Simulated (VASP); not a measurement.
**Cd2S: relaxation of cell and atoms with PBE**

The system is Cd2S.

```xyz
6
Lattice="-3.7165 3.7165 2.8954 3.7165 -3.7165 2.8954 3.7165 3.7165 -2.8954" Properties=species:S:1:pos:R:3 pbc="T T T"
Cd    2.4777    0.0000    0.0000
Cd    4.9553    0.0000    0.0000
Cd    0.0000    2.4777    0.0000
Cd    0.0000    4.9553    0.0000
S     0.0000    0.0000    3.8606
S     0.0000    0.0000    1.9303
```

The cell was generated, and may not be a known phase.

```yaml
Program: VASP 6.6.1
Task: relaxation of cell and atoms
Functional: PBE
Potentials_or_basis: VASP PAW PBE potentials, release 64 (Cd, S)
Cutoff: 600 eV
k_mesh: 4 × 4 × 4
Occupations: gaussian, width 0.1 eV
Spin: no spin polarisation
Dipole_correction: no
Further_INCAR_settings: ALGO = Normal; EDIFF = 1e-06; IBRION = 2; EDIFFG = -0.04; NSW = 90; ISIF = 3
```

```json
{
 "Relaxed volume": "28.93 Å³/atom",
 "Relaxed cell": "a = 6.093 Å, b = 6.093 Å, c = 6.093 Å, α = 111.40°, β = 111.40°, γ = 105.69°",
 "Space group after relaxing (to 0.1 Å)": "I4/mmm (No. 139)",
 "Energy gained by relaxing": "306.5 meV/atom",
 "Ionic steps": "30",
 "Pressure after relaxing": "0.0 GPa",
 "Largest force after relaxing": "0.039 eV/Å",
 "Band gap on the k mesh": "0.40 eV"
}
```

Forces on the atoms (eV/Å):
```
Cd   0.033  0.000  0.000
Cd  -0.033  0.000  0.000
Cd   0.000  0.033  0.000
Cd   0.000 -0.033  0.000
S    0.000  0.000  0.039
S    0.000  0.000 -0.039
```

The path:
```tsv
step	energy change (eV)	largest force (eV/Å)	pressure (GPa)	volume (Å³)
1	0.0000	2.5923	3.51	159.97
2	-0.8169	0.4068	-2.71	173.88
3	-0.8181	0.4974	-2.50	172.84
4	-0.9909	0.2394	-1.33	163.30
5	-1.0417	0.2149	0.10	155.86
6	-1.0773	0.2698	0.23	154.72
7	-1.1844	0.4398	0.82	151.08
8	-1.2050	0.8804	4.54	142.86
9	-1.2096	0.9176	2.67	146.17
10	-1.2252	0.9347	3.56	144.32
11	-1.2337	0.9266	3.64	144.34
12	-1.2563	0.9184	3.89	144.40
13	-1.2797	0.8954	4.33	144.46
14	-1.3116	0.9132	4.01	145.32
15	-1.3976	0.9250	3.18	147.90
16	-1.5246	0.9320	1.68	153.15
17	-1.6433	1.0367	-0.54	163.95
18	-1.6509	1.0648	-0.95	166.61
19	-1.7091	0.8898	-0.78	167.05
20	-1.8106	0.2641	-0.14	168.33
21	-1.8171	0.1863	0.14	168.79
22	-1.8172	0.1770	0.09	168.74
23	-1.8238	0.0836	0.13	169.12
24	-1.8288	0.1106	0.23	169.86
25	-1.8332	0.1016	0.10	170.98
26	-1.8365	0.0891	-0.04	172.37
27	-1.8357	0.1856	-0.28	175.16
28	-1.8373	0.1218	-0.12	173.45
29	-1.8391	0.0522	0.07	173.59
30	-1.8392	0.0385	0.04	173.57
```

Final structure:
```
CELL_PARAMETERS angstrom
-3.43377 3.43377 3.68024
3.43377 -3.43377 3.68024
3.43377 3.43377 -3.68024
ATOMIC_POSITIONS crystal
Cd 0.00000 0.30686 0.30686
Cd 0.00000 0.69314 0.69314
Cd 0.30686 0.00000 0.30686
Cd 0.69314 0.00000 0.69314
S 0.76386 0.76386 0.00000
S 0.23614 0.23614 0.00000
```

Levels at points of the mesh, in eV from the valence-band top:
| k point | band 26 | band 27 | band 28 | band 29 | band 30 | band 31 | band 32 | band 33 | band 34 | band 35 |
| --- | --- | --- | --- | --- | --- | --- | --- | --- | --- | --- |
| (0.00, 0.00, 0.00) | -2.57 | -1.51 | -1.51 | -0.53 | -0.19 | 1.44 | 1.44 | 2.20 | 2.21 | 5.15 |
| (0.50, 0.00, 0.00) | -2.24 | -1.60 | -0.97 | -0.60 | -0.25 | 2.37 | 2.50 | 2.73 | 3.15 | 4.02 |
| (0.50, 0.50, 0.00) | -2.12 | -1.00 | -0.61 | -0.15 | 0.00 | 0.40 | 2.95 | 3.27 | 4.00 | 4.62 |
| (0.50, 0.50, 0.50) | -2.38 | -1.09 | -1.09 | -0.34 | -0.08 | 1.62 | 3.10 | 3.10 | 4.03 | 4.87 |

It took 18 min on 1 thread of Intel(R) Xeon(R) Platinum 8488C (Sapphire Rapids) (shared host), peak memory 0.37 GiB.

A k mesh can miss the band edges.
